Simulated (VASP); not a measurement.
PtSe2, 3 atoms in the cell. Symmetry: P-3m1, No. 164, trigonal system. The conventional cell has a = 3.728 Å, b = 3.728 Å, c = 4.931 Å, α = 90.00°, β = 90.00°, γ = 120.00°. Pt (site symmetry -3m) has 6 Se at 2.51 Å within 3.3 Å. Within 3.4 Å of Se (site symmetry 3m) lie 3 Pt at 2.51 Å and 6 Se at 3.20 to 3.35 Å.  This cell differs from its parent crystal: z stretched by -2 %.

| Item | Value |
| --- | --- |
| Program | VASP 6.6.1 |
| Task | relaxation of the atoms |
| Functional | PBE |
| Potentials or basis | VASP PAW PBE potentials, release 64 (Pt, Se) |
| Cutoff | 520 eV |
| k mesh | 14 × 14 × 9 |
| Occupations | fermi-dirac, width 0.05 eV |
| Spin | no spin polarisation |
| Dipole correction | no |
| Further INCAR settings | ALGO = Normal; EDIFF = 1e-06; IBRION = 2; EDIFFG = -0.02; NSW = 80 |

Potentials or basis: VASP PAW PBE potentials, release 64 (Pt, Se).

Run with:

```bash
$ cat potpaw_PBE.64/Pt/POTCAR potpaw_PBE.64/Se/POTCAR > POTCAR
$ mpirun -np 4 vasp_std > vasp.out
```

Hardware: 4 MPI ranks on Intel(R) Xeon(R) Platinum 8259CL CPU @ 2.50GHz (Skylake/Cascade Lake), with other jobs on the host.

Question: Estimate the wall time of this run.

Answer: Run time: 78 s on 4 MPI ranks on Intel(R) Xeon(R) Platinum 8259CL CPU @ 2.50GHz (Skylake/Cascade Lake) (shared host), peak memory 0.31 GiB a rank. Counts: scf iterations 25, k points 184, ion steps 3.
